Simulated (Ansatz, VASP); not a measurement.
**One calculation of Ni, two programs**

File INCAR:

```
AGGAC = 1.0
AGGAX = 1.0
ALDAC = 0.0
ALDAX = 1.0
ALGO = Normal
EDIFF = 1E-6
ENCUT = 520
GGA = B5
ISIF = 2
ISMEAR = -1
LASPH = True
LCHARG = False
LREAL = False
LWAVE = False
NBANDS = 17
NELM = 60
PREC = Accurate
SIGMA = 0.1
```

File KPOINTS:

```
k-points
0
Gamma
  12 12 12
```

The input POSCAR:

```
Ni
1.0
    0.0000000000      2.6603976404      2.6603976404
    2.6603976404      0.0000000000      2.6603976404
    2.6603976404      2.6603976404      0.0000000000
Ni
2
Direct
    0.1250000000      0.1250000000      0.1250000000
    0.8750000000      0.8750000000      0.8750000000
```

Input for Ansatz:

```yaml
crystal:
  lattice:
    - [0.0, 2.6603976404, 2.6603976404]
    - [2.6603976404, 0.0, 2.6603976404]
    - [2.6603976404, 2.6603976404, 0.0]
  atoms:
    - { symbol: Ni, position: [0.125, 0.125, 0.125] }
    - { symbol: Ni, position: [0.875, 0.875, 0.875] }
hamiltonian:
  xc: blyp
  pseudopotentials:
    kind: paw
    azcp:
      Ni: "pseudopotentials/Ni.paw.azcp"
basis:
  ecutwfc: 420
  fft_grid_basis: typed
kpoints:
  mp_grid: { grid: [12, 12, 12], shift: [0, 0, 0] }
magnetization:
  spin_polarized: false
scf:
  occupations: { method: fermi_dirac, width: 0.1 }
  lower_state_search: "off"
output:
  stress: true
  write_density: true
  write_potential: true
  elf: true
  volumetric_format: npy
```

Alike in both runs: task single point; functional BLYP; k mesh 12 × 12 × 12; occupations fermi-dirac, width 0.1 eV; no spin polarisation.

|  | VASP | Ansatz |
| --- | --- | --- |
| version | VASP 6.6.1 | Ansatz 0.2.0 |
| potentials or method | VASP PAW PBE potentials, release 64 (Ni), cutoff 520 eV | plane waves (420 eV) with PAW, scalar-relativistic |
| valence electrons in the cell | 20 | 36 |

```tsv
	VASP	Ansatz	Ansatz less VASP
pressure (GPa)	-4.8	-4.9	-0.16
```

VASP's potentials were made for PBE, not for BLYP. VASP's potentials hold 20 valence electrons a cell and Ansatz's 36, so a difference there can come from the potentials and not from the codes.
